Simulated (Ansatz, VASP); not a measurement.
**One calculation of SrTiO3, two programs**

```xyz
10
Lattice="-2.7777 2.8263 3.9464 2.7777 -2.8263 3.9464 2.7777 2.8263 -3.9464" Properties=species:S:1:pos:R:3 pbc="T T T"
Sr    0.0000    2.8263    1.9732
Sr    2.7777    0.0000    1.9732
Ti    0.0000    0.0000    0.0000
Ti    0.0000    0.0000    3.9464
O     0.0000    0.0000    1.9732
O     0.0000    0.0000    5.9197
O     1.2677    4.1162    0.0000
O     1.5100    1.2899    0.0000
O     1.5100   -1.2899    3.9464
O     1.2677    1.5364    3.9464
```

Change from the starting cell: strain +0.0175 x Voigt [0, 1, 0, 0, 0, 0], atoms carried along.

Alike in both runs: task single point; functional PBE; k mesh 8 × 8 × 8; occupations gaussian, width 0.05 eV; no spin polarisation.

|  | VASP | Ansatz |
| --- | --- | --- |
| version | VASP 6.6.1 | Ansatz 0.2.0 |
| potentials or method | VASP PAW PBE potentials, release 64 (Sr_sv, Ti_sv, O), cutoff 520 eV | scalar-relativistic, plane waves, PAW |
| valence electrons in the cell | 80 | 80 |

```tsv
	VASP	Ansatz	Ansatz less VASP
gap on the k mesh at the Fermi level (eV)	1.83	1.86	+0.028
least direct gap on the mesh (eV)	1.83	1.86	+0.028
pressure (GPa)	-2.2	-2.8	-0.58
traceless stress, the component that is largest in VASP (GPa)	-2.41	-2.39	+0.022
rms of the force components (eV/Å)	0.009	0.008	-0.0012
```

Atom by atom the forces differ by 0.001 eV/Å (rms over components).
